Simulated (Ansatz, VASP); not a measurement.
Si3B4 in VASP and in Ansatz

```
Si B
1.0
     0.00000    4.39358    4.39358
     4.39358    0.00000    4.39358
     4.39358    4.39358    0.00000
Si B
6 8
Direct
  0.50000 0.00000 0.50000
  0.50000 0.00000 0.00000
  0.00000 0.00000 0.50000
  0.00000 0.50000 0.00000
  0.00000 0.50000 0.50000
  0.50000 0.50000 0.00000
  0.89337 0.31988 0.89337
  0.10663 0.10663 0.10663
  0.89337 0.89337 0.89337
  0.68012 0.10663 0.10663
  0.89337 0.89337 0.31988
  0.31988 0.89337 0.89337
  0.10663 0.10663 0.68012
  0.10663 0.68012 0.10663
```

Alike in both runs: functional PBE; k mesh 4 × 4 × 4; occupations gaussian, width 0.1 eV; no spin polarisation.

Ansatz relaxed the structure, and its values are those at the end. VASP's run is a single point on that final structure, the one shown.

|  | VASP | Ansatz |
| --- | --- | --- |
| version | VASP 6.6.1 | Ansatz 0.2.0 |
| potentials or method | VASP PAW PBE potentials, release 64 (Si, B), cutoff 520 eV | scalar-relativistic, plane waves, PAW |
| valence electrons in the cell | 48 | 48 |

Ansatz gave:

| Quantity | Value |
| --- | --- |
| gap on the k mesh at the Fermi level (eV) | none |
| pressure (GPa) | -0.4 |
| rms of the force components (eV/Å) | 0.018 |

Problem. Which values does VASP return?

Solution. gap on the k mesh at the Fermi level (eV): none; pressure (GPa): -0.4; rms of the force components (eV/Å): 0.016.

A gap of «none» marks a metal or a gap that the smearing closes. The functional is the same, so the differences come from potentials, cutoffs and numerics.
